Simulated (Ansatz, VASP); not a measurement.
**Al in VASP and in Ansatz**

POSCAR

```
Al
1.0
    2.7417226258      0.0000000000      0.0000000000
    0.0000000000      2.7417226258      0.0000000000
    0.0000000000      0.0000000000      2.7417226258
Al
1
Direct
    0.0000000000      0.0000000000      0.0000000000
```

File INCAR.step1:

```
PREC = Accurate ; ENCUT = 520
ISMEAR = -1 ; SIGMA = 0.1
LREAL = False ; LASPH = True
NELM = 60 ; NBANDS = 8
GGA = PE ; ALGO = Normal
EDIFF = 1E-4 ; LWAVE = True
LCHARG = False
```

The input INCAR.step2:

```
PREC = Accurate ; ENCUT = 520
EDIFF = 1E-6 ; ISMEAR = -1
SIGMA = 0.1 ; LREAL = False
LASPH = True ; NELM = 60
ALGO = Normal ; ISIF = 2
LWAVE = False ; LCHARG = True
METAGGA = R2SCAN ; LMIXTAU = True
LELF = True ; LVHAR = True
NBANDS = 8 ; ISTART = 1
```

File KPOINTS:

```
regular mesh
0
Gamma
  13 13 13
```

Input for Ansatz:

```yaml
crystal:
  lattice:
    - [2.7417226258, 0.0, 0.0]
    - [0.0, 2.7417226258, 0.0]
    - [0.0, 0.0, 2.7417226258]
  atoms:
    - { symbol: Al, position: [0.0, 0.0, 0.0] }
hamiltonian:
  xc: r2scan
  pseudopotentials:
    kind: paw
    azcp:
      Al: "pseudopotentials/Al.paw.azcp"
basis:
  ecutwfc: 500
  fft_grid_basis: typed
kpoints:
  mp_grid: { grid: [13, 13, 13], shift: [0, 0, 0] }
magnetization:
  spin_polarized: false
scf:
  occupations: { method: fermi_dirac, width: 0.1 }
  lower_state_search: "off"
output:
  stress: true
```

Alike in both runs: task single point; functional r2SCAN; k mesh 13 × 13 × 13; occupations fermi-dirac, width 0.1 eV; no spin polarisation.

```csv
,VASP,Ansatz
version,VASP 6.6.1,Ansatz 0.2.0
potentials or method,"VASP PAW PBE potentials, release 64 (Al), cutoff 520 eV","plane waves (500 eV) with PAW, scalar-relativistic"
valence electrons in the cell,3,3
```

```tsv
	VASP	Ansatz	Ansatz less VASP
pressure (GPa)	-2.2	-2.1	+0.15
```

VASP's potentials were made for PBE, not for r2SCAN.
